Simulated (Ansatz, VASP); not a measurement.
**Pt in VASP and in Ansatz**

The input INCAR:

```
  PREC = Accurate
  ENCUT = 520
  EDIFF = 1E-6
  ISMEAR = -1
  SIGMA = 0.05
  LREAL = F
  LASPH = T
  NELM = 100
  ALGO = Normal
  ISIF = 2
  LWAVE = F
  LCHARG = F
  GGA = CA
  NBANDS = 17
```

File KPOINTS:

```
Automatic mesh
0
Gamma
  11 11 6
```

File POSCAR:

```
Pt
1.0
    2.8148100603      0.0000000000      0.0000000000
   -1.4074050301      2.4376970190      0.0000000000
    0.0000000000      0.0000000000      4.8861212732
Pt
2
Direct
    0.3333333333      0.6666666667      0.2500000000
    0.6666666667      0.3333333333      0.7500000000
```

Contents of input.yaml:

```yaml
crystal:
  lattice:
    - [2.8148100603, 0.0, 0.0]
    - [-1.4074050301, 2.437697019, 0.0]
    - [0.0, 0.0, 4.8861212732]
  atoms:
    - { symbol: Pt, position: [0.3333333333, 0.6666666667, 0.25] }
    - { symbol: Pt, position: [0.6666666667, 0.3333333333, 0.75] }
kpoints:
  mp_grid: { grid: [11, 11, 6] }
scf:
  occupations: { method: fermi_dirac, width: 0.05 }
hamiltonian:
  xc: lda
  pseudopotentials: { kind: all_electron, lapw: { basis_error: 0.001 } }
output:
  forces: true
  stress: true
  eigenvalues: true
```

Change from the starting cell: volume scaled by 1.06.

Alike in both runs: task single point; functional LDA; k mesh 11 × 11 × 6; occupations fermi-dirac, width 0.05 eV; no spin polarisation.

```csv
,VASP,Ansatz
version,VASP 6.6.1,Ansatz 0.2.0
potentials or method,"VASP PAW LDA potentials, release 64 (Pt), cutoff 520 eV","all-electron LAPW, scalar-relativistic"
```

Ansatz gave:

| Quantity | Value |
| --- | --- |
| gap on the k mesh at the Fermi level (eV) | none |
| pressure (GPa) | -26.0 |
| traceless stress, the component that is largest in VASP (GPa) | 1.11 |

Q: Which values does VASP return?

A: gap on the k mesh at the Fermi level (eV): none; pressure (GPa): -25.6; traceless stress, the component that is largest in VASP (GPa): 0.79.

LDA's correlation is that of Perdew and Zunger in VASP and of Perdew and Wang (1992) in Ansatz. A gap of «none» marks a metal or a gap that the smearing closes. Ansatz ran all-electron here, and VASP with PAW potentials.

Spin-orbit coupling is off throughout.
